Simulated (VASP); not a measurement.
# SnTe (Pm-3m) in VASP: a series of runs

The runs below take SnTe through single point, with PBEsol+D3(BJ), BLYP+D3(BJ), PBE.

Everything below comes from runs of VASP 6.6.1. Logs are shortened: lines on timing, memory, paths and dates and some standing lists are left out, and cuts for length are marked.

**1. The cell of the first run**

The structure is cubic, space group Pm-3m (No. 221). Conventional cell: a = 3.905 Å, b = 3.905 Å, c = 3.905 Å, α = 90.00°, β = 90.00°, γ = 90.00°. Within 4.4 Å of Te (site symmetry m-3m) lie 8 Sn at 3.38 Å and 6 Te at 3.90 Å. Within 4.4 Å of Sn (site symmetry m-3m) lie 8 Te at 3.38 Å and 6 Sn at 3.90 Å.

**2. Single point, PBEsol+D3(BJ)**

INCAR

```
  PREC = Accurate
  ENCUT = 520
  EDIFF = 1E-6
  ISMEAR = 0
  SIGMA = 0.1
  LREAL = False
  LASPH = True
  NELM = 80
  ALGO = Normal
  ISIF = 2
  LWAVE = False
  LCHARG = False
  GGA = PS
  IVDW = 12
  NBANDS = 17
```

KPOINTS

```
Automatic mesh
0
Gamma
  7 7 7
```

POSCAR

```
SnTe
1.0
    3.9047000000      0.0000000000      0.0000000000
    0.0000000000      3.9047000000      0.0000000000
    0.0000000000      0.0000000000      3.9047000000
Te Sn
1 1
Direct
    0.5000000000      0.5000000000      0.5000000000
    0.0000000000      0.0000000000      0.0000000000
```

Potentials or basis: VASP PAW PBE potentials, release 64 (Te, Sn_d).

Launch:

```console
cat potpaw_PBE.64/Te/POTCAR potpaw_PBE.64/Sn_d/POTCAR > POTCAR
mpirun -np 1 vasp_std > vasp.out
```

OUTCAR:

```text
PREC = Accurate
   ENCUT = 520
   EDIFF = 1E-6
   ISMEAR = 0
   LREAL = False
   LASPH = True
   NELM = 80
   ISIF = 2
   GGA = PS
   IVDW = 12
 IVDW          = 12

 ion  position               nearest neighbor table
   1  0.500  0.500  0.500-   2 3.38   2 3.38   2 3.38   2 3.38   2 3.38   2 3.38   2 3.38   2 3.38

   2  0.000  0.000  0.000-   1 3.38   1 3.38   1 3.38   1 3.38   1 3.38   1 3.38   1 3.38   1 3.38

  LATTYP: Found a simple cubic cell.
 ALAT       =     3.9047000000

  Lattice vectors:

 A1 = (   3.9047000000,   0.0000000000,   0.0000000000)
 A2 = (   0.0000000000,   3.9047000000,   0.0000000000)
 A3 = (   0.0000000000,   0.0000000000,   3.9047000000)

Analysis of symmetry for initial positions (statically):
=====================================================================
 Subroutine PRICEL returns:
 Original cell was already a primitive cell.

 Routine SETGRP: Setting up the symmetry group for a
 simple cubic supercell.

 Subroutine GETGRP returns: Found 48 space group operations
 (whereof 48 operations were pure point group operations)
 out of a pool of 48 trial point group operations.

The static configuration has the point symmetry O_h .

Analysis of symmetry for dynamics (positions and initial velocities):
=====================================================================
 Subroutine PRICEL returns:
 Original cell was already a primitive cell.

 Routine SETGRP: Setting up the symmetry group for a
 simple cubic supercell.

 Subroutine GETGRP returns: Found 48 space group operations
 (whereof 48 operations were pure point group operations)
 out of a pool of 48 trial point group operations.

The dynamic configuration has the point symmetry O_h .

 Subroutine INISYM returns: Found 48 space group operations
 (whereof 48 operations are pure point group operations),
 and found     1 'primitive' translations

----------------------------------------------------------------------------------------

                                     Primitive cell

  volume of cell :      59.5337

  direct lattice vectors                    reciprocal lattice vectors
     3.904700000  0.000000000  0.000000000     0.256101621  0.000000000  0.000000000
     0.000000000  3.904700000  0.000000000     0.000000000  0.256101621  0.000000000
     0.000000000  0.000000000  3.904700000     0.000000000  0.000000000  0.256101621

  length of vectors
     3.904700000  3.904700000  3.904700000     0.256101621  0.256101621  0.256101621

  position of ions in fractional coordinates (direct lattice)
     0.500000000  0.500000000  0.500000000
     0.000000000  0.000000000  0.000000000

  ion indices of the primitive-cell ions
   primitive index   ion index
                 1           1
                 2           2

----------------------------------------------------------------------------------------

 KPOINTS: Automatic mesh

Automatic generation of k-mesh.
 Grid dimensions read from file:
 generate k-points for:    7    7    7

 Generating k-lattice:

  Cartesian coordinates                     Fractional coordinates (reciprocal lattice)
     0.036585946  0.000000000  0.000000000     0.142857143  0.000000000  0.000000000
     0.000000000  0.036585946  0.000000000     0.000000000  0.142857143  0.000000000
     0.000000000  0.000000000  0.036585946     0.000000000  0.000000000  0.142857143

  Length of vectors
     0.036585946  0.036585946  0.036585946

  Shift w.r.t. Gamma in fractional coordinates (k-lattice)
     0.000000000  0.000000000  0.000000000

 Subroutine IBZKPT returns following result:
 ===========================================

 Found     20 irreducible k-points:

 Following reciprocal coordinates:
            Coordinates               Weight
  0.000000  0.000000  0.000000      1.000000
  0.142857  0.000000  0.000000      6.000000
  0.285714  0.000000  0.000000      6.000000
  0.428571  0.000000  0.000000      6.000000
  0.142857  0.142857  0.000000     12.000000
  0.285714  0.142857  0.000000     24.000000
[... 12 lines left out ...]
  0.428571  0.428571  0.285714     24.000000
  0.428571  0.428571  0.428571      8.000000
   k-points           NKPTS =     20   k-points in BZ     NKDIM =     20   number of bands    NBANDS=     17
   number of dos      NEDOS =    301   number of ions     NIONS =      2
   total plane-waves  NPLWV =  27000
   dimension x,y,z NGX =    30 NGY =   30 NGZ =   30
   dimension x,y,z NGXF=    60 NGYF=   60 NGZF=   60
   ions per type =               1   1
   NGX,Y,Z   is equivalent  to a cutoff of  12.77, 12.77, 12.77 a.u.
   NGXF,Y,Z  is equivalent  to a cutoff of  25.55, 25.55, 25.55 a.u.
 SYSTEM =  unknown system
   PREC   = accura    normal or accurate (medium, high low for compatibility)
   ISTART =      0    job   : 0-new  1-cont  2-samecut
   ICHARG =      2    charge: 1-file 2-atom 10-const
   ISPIN  =      1    spin polarized calculation?
   LNONCOLLINEAR =      F non collinear calculations
   LSORBIT =      F    spin-orbit coupling
   LASPH  =      T    aspherical Exc in radial PAW
   ENCUT  =  520.0 eV  38.22 Ry    6.18 a.u.   7.26  7.26  7.26*2*pi/ulx,y,z
   NELM   =     80;   NELMIN=  2; NELMDL= -5     # of ELM steps
   EDIFF  = 0.1E-05   stopping-criterion for ELM
   LREAL  =      F    real-space projection
   EDIFFG = 0.1E-04   stopping-criterion for IOM
   NSW    =      0    number of steps for IOM
   IBRION =     -1    ionic relax: 0-MD 1-quasi-New 2-CG
   NFREE  =      0    steps in history (QN), initial steepest desc. (CG)
   ISIF   =      2    stress and relaxation
   ISYM   =      2    0-nonsym 1-usesym 2-fastsym
   POTIM  = 0.5000    time-step for ionic-motion
   TEBEG  =    0.0;   TEEND  =   0.0 temperature during run
   PSTRESS=    0.0 pullay stress
   NELECT =      20.0000    total number of electrons
   NUPDOWN=      -1.0000    fix difference up-down
   EMIN   =  10.00;   EMAX   =-10.00  energy-range for DOS
   EFERMI =   0.00;   METHOD = LEGACY
   ISMEAR =     0;   SIGMA  =   0.10  broadening in eV -4-tet -1-fermi 0-gaus
   EFERMI_NEDOS =   21; number of points for ismear=-14 and -15
   IALGO  =     38    algorithm
   IMIX   =      4    mixing-type and parameters
     AMIX     =   0.40;   BMIX     =  1.00
     AMIX_MAG =   1.60;   BMIX_MAG =  1.00
  volume/ion in A,a.u.               =      29.77       200.88
  Fermi-wavevector in a.u.,A,eV,Ry     =   1.138057  2.150615 17.621893  1.295173
  Thomas-Fermi vector in A             =   2.274761
   LORBIT       =      0    0 simple, 1 ext, 2 COOP (PROOUT), +10 PAW based schemes
   GGA     = PS    functional components
   LHFCALC =     F    Hartree Fock is set to
   AEXX    =    0.0000 exact exchange contribution
   IVDW    =    12    specifies the selected vdW correction
   LEPSILON=     F    determine dielectric tensor
   LRPA    =     F    only Hartree local field effects (RPA)
 non-spin polarized calculation
 Gauss-broadening in eV      SIGMA  =   0.10
  energy-cutoff  :      520.00
  volume of cell :       59.53
 maximum number of plane-waves:      1614
 NGX is ok and might be reduce to    30
   NGX = 15   NGY = 15   NGZ = 15

 number of electron      19.9999983 magnetization

 Free energy of the ion-electron system (eV)
  ---------------------------------------------------
  ext. energy  EPLUGINS =         0.00000000
  ---------------------------------------------------
  free energy    TOTEN  =        -7.89414836 eV

  energy without entropy =       -7.88100702  energy(sigma->0) =       -7.88757769

 E-fermi :   6.8341     XC(G=0): -10.0165

 val. band max:        6.7762882041   @ k =   0.4286   0.2857   0.2857
 cond. band min:       6.8394463173   @ k =   0.4286   0.2857   0.0000
 fundamental gap:      0.0631581132
 Fermi energy:         6.8341317769

 k-point     1 :       0.0000    0.0000    0.0000
  band No.  band energies     occupation
      1     -14.5646      2.00000
      2     -14.5646      2.00000
      3     -14.5276      2.00000
      4     -14.5276      2.00000
      5     -14.5276      2.00000
      6      -5.4677      2.00000
[... 9 lines left out ...]
     16      17.7734      0.00000
     17      17.7734      0.00000

 k-point     2 :       0.1429    0.0000    0.0000
  band No.  band energies     occupation
      1     -14.5643      2.00000
      2     -14.5584      2.00000
      3     -14.5297      2.00000
      4     -14.5297      2.00000
      5     -14.5275      2.00000
      6      -5.3110      2.00000
[... 9 lines left out ...]
     16      16.9508      0.00000
     17      17.3047      0.00000

 k-point     3 :       0.2857    0.0000    0.0000
  band No.  band energies     occupation
      1     -14.5638      2.00000
      2     -14.5444      2.00000
      3     -14.5343      2.00000
      4     -14.5343      2.00000
      5     -14.5272      2.00000
      6      -4.8821      2.00000
[... 9 lines left out ...]
     16      14.9916      0.00000
     17      17.5296      0.00000

 k-point     4 :       0.4286    0.0000    0.0000
  band No.  band energies     occupation
      1     -14.5633      2.00000
      2     -14.5380      2.00000
      3     -14.5380      2.00000
      4     -14.5331      2.00000
      5     -14.5269      2.00000
      6      -4.3924      2.00000
[... 9 lines left out ...]
     16      17.5462      0.00000
     17      18.4605      0.00000

 k-point     5 :       0.1429    0.1429    0.0000
  band No.  band energies     occupation
      1     -14.5611      2.00000
      2     -14.5551      2.00000
      3     -14.5319      2.00000
      4     -14.5297      2.00000
      5     -14.5293      2.00000
      6      -5.1568      2.00000
[... 9 lines left out ...]
     16      15.9493      0.00000
     17      16.2395      0.00000

 k-point     6 :       0.2857    0.1429    0.0000
  band No.  band energies     occupation
      1     -14.5595      2.00000
      2     -14.5421      2.00000
      3     -14.5370      2.00000
      4     -14.5340      2.00000
      5     -14.5291      2.00000
      6      -4.7373      2.00000
[... 9 lines left out ...]
     16      15.2520      0.00000
     17      15.9685      0.00000

 k-point     7 :       0.4286    0.1429    0.0000
  band No.  band energies     occupation
      1     -14.5589      2.00000
      2     -14.5410      2.00000
      3     -14.5376      2.00000
      4     -14.5309      2.00000
      5     -14.5287      2.00000
      6      -4.2658      2.00000
[... 9 lines left out ...]
     16      16.5297      0.00000
     17      17.0465      0.00000

 k-point     8 :       0.2857    0.2857    0.0000
  band No.  band energies     occupation
      1     -14.5535      2.00000
      2     -14.5429      2.00000
      3     -14.5337      2.00000
      4     -14.5333      2.00000
      5     -14.5331      2.00000
      6      -4.3520      2.00000
[... 9 lines left out ...]
     16      14.9275      0.00000
     17      15.6591      0.00000
[... 123 lines left out ...]
      1     -14.5471      2.00000
      2     -14.5451      2.00000
      3     -14.5395      2.00000
      4     -14.5352      2.00000
      5     -14.5232      2.00000
      6      -3.8330      2.00000
[... 9 lines left out ...]
     16      15.5747      0.00000
     17      16.8497      0.00000

 k-point    16 :       0.4286    0.4286    0.1429
  band No.  band energies     occupation
      1     -14.5522      2.00000
      2     -14.5410      2.00000
      3     -14.5388      2.00000
      4     -14.5386      2.00000
      5     -14.5153      2.00000
      6      -3.5305      2.00000
[... 9 lines left out ...]
     16      15.7284      0.00000
     17      16.7143      0.00000

 k-point    17 :       0.2857    0.2857    0.2857
  band No.  band energies     occupation
      1     -14.5423      2.00000
      2     -14.5408      2.00000
      3     -14.5408      2.00000
      4     -14.5327      2.00000
      5     -14.5327      2.00000
      6      -3.8926      2.00000
[... 9 lines left out ...]
     16      15.9706      0.00000
     17      17.9208      0.00000

 k-point    18 :       0.4286    0.2857    0.2857
  band No.  band energies     occupation
      1     -14.5462      2.00000
      2     -14.5449      2.00000
      3     -14.5403      2.00000
      4     -14.5323      2.00000
      5     -14.5211      2.00000
      6      -3.5611      2.00000
[... 9 lines left out ...]
     16      16.6395      0.00000
     17      18.5737      0.00000

 k-point    19 :       0.4286    0.4286    0.2857
  band No.  band energies     occupation
      1     -14.5504      2.00000
      2     -14.5445      2.00000
      3     -14.5443      2.00000
      4     -14.5265      2.00000
      5     -14.5151      2.00000
      6      -3.3044      2.00000
[... 9 lines left out ...]
     16      18.0447      0.00000
     17      19.2650      0.00000

 k-point    20 :       0.4286    0.4286    0.4286
  band No.  band energies     occupation
      1     -14.5492      2.00000
      2     -14.5489      2.00000
      3     -14.5489      2.00000
      4     -14.5148      2.00000
      5     -14.5148      2.00000
      6      -3.0974      2.00000
[... 9 lines left out ...]
     16      19.6319      0.00000
     17      21.5249      0.00000

------------------------ aborting loop because EDIFF is reached ----------------------------------------

 Edisp (eV)   -0.81264

 E8    (eV) :    -0.5608

  FORCE on cell =-STRESS in cart. coord.  units (eV):
  Direction    XX          YY          ZZ          XY          YZ          ZX
  --------------------------------------------------------------------------------------
  -------------------------------------------------------------------------------------
  Total      -2.23995    -2.23995    -2.23995     0.00000    -0.00000     0.00000
  in kB     -60.28164   -60.28164   -60.28164     0.00000    -0.00000     0.00000
  external pressure =      -60.28 kB  Pullay stress =        0.00 kB

 VOLUME and BASIS-vectors are now :
 -----------------------------------------------------------------------------
  energy-cutoff  :      520.00
  volume of cell :       59.53
      direct lattice vectors                 reciprocal lattice vectors
     3.904700000  0.000000000  0.000000000     0.256101621  0.000000000  0.000000000
     0.000000000  3.904700000  0.000000000     0.000000000  0.256101621  0.000000000
     0.000000000  0.000000000  3.904700000     0.000000000  0.000000000  0.256101621

 POSITION                                       TOTAL-FORCE (eV/Angst)
 -----------------------------------------------------------------------------------
      1.95235      1.95235      1.95235         0.000000      0.000000      0.000000
      0.00000      0.00000      0.00000         0.000000      0.000000      0.000000
 -----------------------------------------------------------------------------------
    total drift:                                0.000000     -0.000000     -0.000000

  FREE ENERGIE OF THE ION-ELECTRON SYSTEM (eV)
  ---------------------------------------------------
  free  energy   TOTEN  =        -8.7067856060 eV

  energy  without entropy=       -8.6936442729  energy(sigma->0) =       -8.70021494
```

Wall time 14 s (1 thread of Intel Xeon Platinum 8488C (Sapphire Rapids), shared host); peak memory 0.19 GiB.

Results:

```
Free energy                : -8.7068 eV
Pressure                   : -6.0 GPa
Band gap on the k mesh     : zero (band 10 reaches 7.08 eV, above the bottom of band 11 at 6.01 eV)
Dispersion energy per atom : -0.406 eV
```

Caveat: the PAW data sets were made with another functional, which shifts forces and pressure a little; spin-orbit coupling is left out, which moves the levels of the heavy elements; pairwise dispersion overbinds metals, which lowers pressure and volume.

**3. Single point, BLYP+D3(BJ), non-collinear spin, zero start, spin-orbit coupling**

INCAR

```
PREC = Accurate ; ENCUT = 520
EDIFF = 1E-6 ; ISMEAR = 0
SIGMA = 0.05 ; LREAL = False
LASPH = True ; NELM = 150
ALGO = Normal ; ISIF = 2
LWAVE = False ; LCHARG = False
LNONCOLLINEAR = True ; MAGMOM = 0 0 0 0 0 0
LORBIT = 11 ; LSORBIT = True
GGA_COMPAT = False ; LORBMOM = True
GGA = B5 ; ALDAX = 1.0
AGGAX = 1.0 ; AGGAC = 1.0
ALDAC = 0.0 ; IVDW = 12
VDW_S6 = 1.0 ; VDW_S8 = 2.6996
VDW_A1 = 0.4298 ; VDW_A2 = 4.2359
NBANDS = 32
```

KPOINTS

```
Automatic mesh
0
Gamma
  5 5 5
```

POSCAR is that of step 2.

Potentials or basis: VASP PAW PBE potentials, release 64 (Te, Sn_d).

Launch:

```console
cat potpaw_PBE.64/Te/POTCAR potpaw_PBE.64/Sn_d/POTCAR > POTCAR
mpirun -np 1 vasp_ncl > vasp.out
```

Wall time 59 s (1 thread of Intel Xeon Platinum 8488C (Sapphire Rapids), shared host); peak memory 0.29 GiB.

It converged, with:

- Free energy: -7.6991 eV
- Pressure: -0.4 GPa
- Net moment: 0.00 μB per cell
- Valence electrons inside the program's atomic spheres: Te 3.38; Sn 12.05
- Dispersion energy per atom: -0.991 eV

Moments on the atoms (μB; x, y, z):
```
Te  0.00 0.00 0.00
Sn  0.00 0.00 0.00
```

Caveat: the PAW data sets were made with another functional, which shifts forces and pressure a little.

(Part 1 of 2 ends here.)
